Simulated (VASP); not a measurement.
# AlNi (Cm) in VASP: further runs

The runs below take AlNi through single point, with PBE.

All numbers are computed with VASP 6.6.1; they aren't measurements. Logs are shortened: lines on timing, memory, paths and dates and some standing lists are left out, and cuts for length are marked.

## (1) The cell of the first run

It takes space group Cm (No. 8, monoclinic). Conventional cell: a = 4.091 Å, b = 4.091 Å, c = 9.931 Å, α = 90.00°, β = 95.91°, γ = 90.00°. Within 3.3 Å of Al (site symmetry m) lie 8 Ni at 2.51 Å and 5 Al at 2.89 Å. Within 3.3 Å of Al (site symmetry m) lie 5 Ni at 2.51 to 2.84 Å and 5 Al at 2.89 Å. Al (site symmetry m) has 8 Ni at 2.51 Å and 6 Al at 2.89 Å within 3.3 Å. Ni (site symmetry m) has 5 Al at 2.51 to 2.84 Å and 5 Ni at 2.89 Å within 3.3 Å. Ni (site symmetry m) has 8 Al at 2.51 Å and 5 Ni at 2.89 Å within 3.3 Å. Within 3.3 Å of Ni (site symmetry m) lie 8 Al at 2.51 Å and 6 Ni at 2.89 Å.

## (2) Single point, PBE (the part above a cut slid along it)

File INCAR:

```
SYSTEM = AlNi
PREC = Accurate ; ENCUT = 520
EDIFF = 1E-6 ; ISMEAR = 0
SIGMA = 0.15 ; LREAL = .False.
LASPH = .True. ; NELM = 100
ALGO = Fast ; ISIF = 2
LWAVE = .False. ; LCHARG = .False.
GGA = PE ; NBANDS = 28
```

File KPOINTS:

```
Automatic mesh
0
Gamma
  15 15 5
  0 0 0
```

File POSCAR:

```
AlNi
1.0
    0.0000000000     -2.8927237813      0.0000000000
    0.0000000000      0.0000000000     -2.8927237813
    9.8781713440     -0.7231809453     -0.7231809453
Al Ni
3 3
Direct
    0.8352774952     -0.1647225048      0.6588900194
    0.9816974995     -0.0183025005      0.0732100022
    0.9084874973     -0.0915125027      0.3660500108
    0.2986724941      0.2986724941      0.8053100237
    0.4450924984      0.4450924984      0.2196300065
    0.3718824962      0.3718824962      0.5124700151
```

Potentials or basis: VASP PAW PBE potentials, release 64 (Al, Ni).

Command:

```console
$ cat potpaw_PBE.64/Al/POTCAR potpaw_PBE.64/Ni/POTCAR > POTCAR
$ mpirun -np 1 vasp_std > vasp.out
```

OUTCAR:

```text
SYSTEM = AlNi
   PREC = Accurate
   ENCUT = 520
   EDIFF = 1E-6
   ISMEAR = 0
   LREAL = .False.
   LASPH = .True.
   NELM = 100
   ISIF = 2
   GGA = PE

 ion  position               nearest neighbor table
   1  0.835  0.835  0.659-   6 2.51   4 2.51   6 2.51   6 2.51   4 2.51   4 2.51   4 2.51   6 2.51
                             3 2.89
   2  0.982  0.982  0.073-   5 2.51   5 2.51   5 2.51   5 2.51   4 2.84   3 2.89
   3  0.908  0.908  0.366-   6 2.51   5 2.51   6 2.51   6 2.51   5 2.51   5 2.51   6 2.51   5 2.51
                             1 2.89   2 2.89
   4  0.299  0.299  0.805-   1 2.51   1 2.51   1 2.51   1 2.51   2 2.84   6 2.89
   5  0.445  0.445  0.220-   2 2.51   3 2.51   2 2.51   2 2.51   3 2.51   3 2.51   2 2.51   3 2.51
                             6 2.89
   6  0.372  0.372  0.512-   1 2.51   3 2.51   1 2.51   3 2.51   1 2.51   3 2.51   3 2.51   1 2.51
                             5 2.89   4 2.89

  LATTYP: Found a base centered monoclinic cell.
 ALAT       =     4.0909292037
 B/A-ratio  =     1.0000000000
 C/A-ratio  =     2.4275595595
 COS(beta)  =    -0.1029840850

  Lattice vectors:

 A1 = (   0.0000000000,   2.8927237813,   0.0000000000)
 A2 = (   0.0000000000,   0.0000000000,   2.8927237813)
 A3 = (   9.8781713440,  -0.7231809453,  -0.7231809453)

Analysis of symmetry for initial positions (statically):
=====================================================================
 Subroutine PRICEL returns:
 Original cell was already a primitive cell.

 Routine SETGRP: Setting up the symmetry group for a
 base centered monoclinic supercell.

 Subroutine GETGRP returns: Found  2 space group operations
 (whereof  2 operations were pure point group operations)
 out of a pool of  4 trial point group operations.

The static configuration has the point symmetry C_1h.

Analysis of symmetry for dynamics (positions and initial velocities):
=====================================================================
 Subroutine PRICEL returns:
 Original cell was already a primitive cell.

 Routine SETGRP: Setting up the symmetry group for a
 base centered monoclinic supercell.

 Subroutine GETGRP returns: Found  2 space group operations
 (whereof  2 operations were pure point group operations)
 out of a pool of  4 trial point group operations.

The dynamic configuration has the point symmetry C_1h.

 Subroutine INISYM returns: Found  2 space group operations
 (whereof  2 operations are pure point group operations),
 and found     1 'primitive' translations

[... 108 lines left out ...]
   ISIF   =      2    stress and relaxation
   ISYM   =      2    0-nonsym 1-usesym 2-fastsym
   POTIM  = 0.5000    time-step for ionic-motion
   TEBEG  =    0.0;   TEEND  =   0.0 temperature during run
   PSTRESS=    0.0 pullay stress
   NELECT =      39.0000    total number of electrons
   NUPDOWN=      -1.0000    fix difference up-down
   EMIN   =  10.00;   EMAX   =-10.00  energy-range for DOS
   EFERMI =   0.00;   METHOD = LEGACY
   ISMEAR =     0;   SIGMA  =   0.15  broadening in eV -4-tet -1-fermi 0-gaus
   EFERMI_NEDOS =   21; number of points for ismear=-14 and -15
   IALGO  =     68    algorithm
   IMIX   =      4    mixing-type and parameters
     AMIX     =   0.40;   BMIX     =  1.00
     AMIX_MAG =   1.60;   BMIX_MAG =  1.00
  volume/ion in A,a.u.               =      13.78        92.97
  Fermi-wavevector in a.u.,A,eV,Ry     =   1.274480  2.408417 22.099918  1.624298
  Thomas-Fermi vector in A             =   2.407245
   LORBIT       =      0    0 simple, 1 ext, 2 COOP (PROOUT), +10 PAW based schemes
   GGA     = PE    functional components
   LHFCALC =     F    Hartree Fock is set to
   AEXX    =    0.0000 exact exchange contribution
   IVDW    =     0    specifies the selected vdW correction
   LEPSILON=     F    determine dielectric tensor
   LRPA    =     F    only Hartree local field effects (RPA)
 non-spin polarized calculation
 RMM-DIIS sequential band-by-band and
 Gauss-broadening in eV      SIGMA  =   0.15
  energy-cutoff  :      520.00
  volume of cell :       82.66
 maximum number of plane-waves:      2253
 NGX is ok and might be reduce to    24
   NGX = 11   NGY = 11   NGZ = 37

 number of electron      38.9999986 magnetization

 Free energy of the ion-electron system (eV)
  ---------------------------------------------------
  ext. energy  EPLUGINS =         0.00000000
  ---------------------------------------------------
  free energy    TOTEN  =       -30.32837817 eV

  energy without entropy =      -30.29473020  energy(sigma->0) =      -30.31155419

 E-fermi :   8.1699     XC(G=0): -11.2901

 val. band max:        8.1682406186   @ k =  -0.4667   0.2000   0.2000
 cond. band min:       8.1768742428   @ k =  -0.4000   0.4667   0.2000
 fundamental gap:      0.0086336242
 Fermi energy:         8.1699187016

 k-point     1 :       0.0000    0.0000    0.0000
  band No.  band energies     occupation
      1      -2.4785      2.00000
      2      -1.0427      2.00000
      3       0.2838      2.00000
      4       3.3264      2.00000
      5       4.1752      2.00000
      6       5.0727      2.00000
[... 733 lines left out ...]
     27      14.8020      0.00000
     28      15.2125      0.00000

 [... further k-points ...]

------------------------ aborting loop because EDIFF is reached ----------------------------------------

  FORCE on cell =-STRESS in cart. coord.  units (eV):
  Direction    XX          YY          ZZ          XY          YZ          ZX
  --------------------------------------------------------------------------------------
  -------------------------------------------------------------------------------------
  Total       -3.7456000     -2.5999345     -2.5999345      0.1327834      0.0635218      0.1327836
  in kB      -72.6008147    -50.3944264    -50.3944264      2.5737347      1.2312409      2.5737398
  external PRESSURE =     -57.7965558 kB  Pullay stress =       0.0000000 kB

 VOLUME and BASIS-vectors are now :
 -----------------------------------------------------------------------------
  energy-cutoff  :      520.00
  volume of cell :       82.66
      direct lattice vectors                 reciprocal lattice vectors
     0.000000000 -2.892723781  0.000000000    -0.025308328 -0.345694949  0.000000000
     0.000000000  0.000000000 -2.892723781    -0.025308328  0.000000000 -0.345694949
     9.878171344 -0.723180945 -0.723180945     0.101233312  0.000000000  0.000000000

 POSITION                                       TOTAL-FORCE (eV/Angst)
 -----------------------------------------------------------------------------------
      6.50863     -2.89272     -2.89272         0.717483     -0.039688     -0.039688
      0.72318     -2.89272     -2.89272        -0.985258      0.001178      0.001178
      3.61590     -2.89272     -2.89272         0.070809      0.007541      0.007541
      7.95499     -1.44636     -1.44636         0.436095      0.052595      0.052595
      2.16954     -1.44636     -1.44636        -0.098331     -0.011775     -0.011775
      5.06227     -1.44636     -1.44636        -0.140798     -0.009852     -0.009852
 -----------------------------------------------------------------------------------
    total drift:                                0.000681      0.000070      0.000070

  FREE ENERGIE OF THE ION-ELECTRON SYSTEM (eV)
  ---------------------------------------------------
  free  energy   TOTEN  =       -30.3283781699 eV

  energy  without entropy=      -30.2947302048  energy(sigma->0) =      -30.31155419
```

Wall time 17 min (1 thread of AMD EPYC 7R13 (Zen 3), shared host); peak memory 0.61 GiB.

What came out:

```
Free energy            : -30.3284 eV
Pressure               : -5.8 GPa
Largest force          : 0.985 eV/Å
Band gap on the k mesh : zero (an odd number of electrons rules out a gap without spin polarisation)
```

Forces on the atoms (eV/Å):
```
Al   0.717 -0.040 -0.040
Al  -0.985  0.001  0.001
Al   0.071  0.008  0.008
Ni   0.436  0.053  0.053
Ni  -0.098 -0.012 -0.012
Ni  -0.141 -0.010 -0.010
```

Levels at points of the mesh, in eV from the Fermi level:
| k point | band 15 | band 16 | band 17 | band 18 | band 19 | band 20 | band 21 | band 22 | band 23 | band 24 |
| --- | --- | --- | --- | --- | --- | --- | --- | --- | --- | --- |
| (0.00, 0.00, 0.00) | -1.49 | -1.45 | -1.06 | -1.05 | -0.69 | -0.27 | 3.54 | 5.36 | 5.94 | 5.94 |

Caveat: the cell differs from its parent crystal (the part above a cut slid along it); the cell stands under tension. Spin polarisation is off, so any magnetic state and its effect on volume and gap are missing.

## (3) Single point, PBE (the part above a cut slid along it)

File INCAR:

```
SYSTEM = AlNi
PREC     = Accurate       ! precision mode
ENCUT    = 520            ! plane-wave cutoff, eV
EDIFF    = 1E-7           ! SCF threshold, eV
ISMEAR   = 0              ! smearing method
SIGMA    = 0.15           ! smearing width, eV
LREAL    = .FALSE.        ! projectors in reciprocal space
LASPH    = .TRUE.         ! aspherical terms in the spheres
NELM     = 100            ! most SCF steps
ALGO     = Fast           ! electronic algorithm
ISIF     = 2              ! what is computed and relaxed
LWAVE    = .FALSE.        ! write WAVECAR
LCHARG   = .FALSE.        ! write CHGCAR
GGA      = PE             ! functional
NBANDS   = 28             ! bands
```

File KPOINTS:

```
regular mesh
0
G
  15 15 5
  0 0 0
```

File POSCAR:

```
AlNi
1.0
    0.0000000000     -2.8927237813      0.0000000000
    0.0000000000      0.0000000000     -2.8927237813
    9.8781713440     -1.2053015755     -1.2053015755
Al Ni
3 3
Direct
    0.7254624919     -0.2745375081      0.6588900194
    0.9694958324     -0.0305041676      0.0732100022
    0.8474791622     -0.1525208378      0.3660500108
    0.1644541568      0.1644541568      0.8053100237
    0.4084874973      0.4084874973      0.2196300065
    0.2864708271      0.2864708271      0.5124700151
```

Potentials or basis: VASP PAW PBE potentials, release 64 (Al, Ni).

Command:

```console
$ cat potpaw_PBE.64/Al/POTCAR potpaw_PBE.64/Ni/POTCAR > POTCAR
$ mpirun -np 1 vasp_std > vasp.out
```

Run time: 17 min. Hardware: 1 thread of AMD EPYC 7R13 (Zen 3), shared host; peak memory 0.61 GiB.

The run converged. Its results:

* Free energy: -30.3120 eV
* Pressure: -5.1 GPa
* Largest force: 0.846 eV/Å
* Band gap on the k mesh: zero (an odd number of electrons rules out a gap without spin polarisation)

Forces in eV/Å, atoms in the order of the input:
```
Al   0.671 -0.021 -0.021
Al  -0.845  0.019  0.019
Al   0.068  0.003  0.003
Ni   0.256  0.009  0.009
Ni  -0.002 -0.005 -0.005
Ni  -0.147 -0.005 -0.005
```

Stress tensor (GPa, compression positive):
```
-5.84  0.22  0.22
 0.22 -4.80  0.03
 0.22  0.03 -4.80
```

Levels at points of the mesh, in eV from the Fermi level:
| k point | band 17 | band 18 | band 19 | band 20 | band 21 | band 22 |
| --- | --- | --- | --- | --- | --- | --- |
| (0.00, 0.00, 0.00) | -1.12 | -1.12 | -0.73 | -0.28 | 3.58 | 5.43 |

Caveat: the cell differs from its parent crystal (the part above a cut slid along it); the cell stands under tension. Spin polarisation is off, so any magnetic state and its effect on volume and gap are missing.
